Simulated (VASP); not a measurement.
Write the native input for VASP 6.6.1 that does the following.

| Property | Result |
| --- | --- |
| Task | electric field gradients |
| Functional | PBE |
| Potentials or basis | VASP PAW PBE potentials, release 64 (Mn_pv, S) |
| Cutoff | 520 eV |
| k mesh | 10 × 10 × 10 |
| Occupations | fermi-dirac, width 0.05 eV |
| Spin | collinear spin, ferromagnetic start |
| Starting moments | [4.0, 0.0] μB |
| Dipole correction | no |
| Further INCAR settings | ALGO = Normal; EDIFF = 1e-08; NBANDS = 20 |

The structure of MnS lies in POSCAR:

```
MnS
1.0
    0.0000000000      2.8000000000      2.8000000000
    2.8000000000      0.0000000000      2.8000000000
    2.8000000000      2.8000000000      0.0000000000
Mn S
1 1
Direct
    0.0000000000      0.0000000000      0.0000000000
    0.7500000000      0.7500000000      0.7500000000
```

These files were run (other wordings do the same):

INCAR

```
SYSTEM = MnS
PREC = Accurate
ENCUT = 520
EDIFF = 1E-8
ISMEAR = -1
SIGMA = 0.05
LREAL = .FALSE.
LASPH = .TRUE.
NELM = 150
ALGO = Normal
ISIF = 2
LWAVE = .FALSE.
LCHARG = .FALSE.
ISPIN = 2
MAGMOM = 4 0
LORBIT = 11
LMAXMIX = 4
GGA = PE
LEFG = .TRUE.
NBANDS = 20
```

KPOINTS

```
Automatic mesh
0
G
  10 10 10
  0 0 0
```

Potentials or basis: VASP PAW PBE potentials, release 64 (Mn_pv, S).

Launch:

```sh
$ cat potpaw_PBE.64/Mn_pv/POTCAR potpaw_PBE.64/S/POTCAR > POTCAR
$ mpirun -np 1 vasp_std > vasp.out
```

Results of the run:

The pressure is 1.1 GPa, the net moment is 4.92 μB per cell and the site moments are Mn +4.33; S +0.09 μB. The valence electrons inside the program's atomic spheres are Mn 11.38; S 3.76.

Caveat: without QUAD_EFG the Cq values of the log hold for a quadrupole moment of 1 mb, not for the nuclei; a cell with one magnetic atom can't hold antiferromagnetic order, which such compounds often take.

It took 87 s on 1 thread of Intel Xeon 6975P-C, with other jobs on the host, peak memory 0.22 GiB.
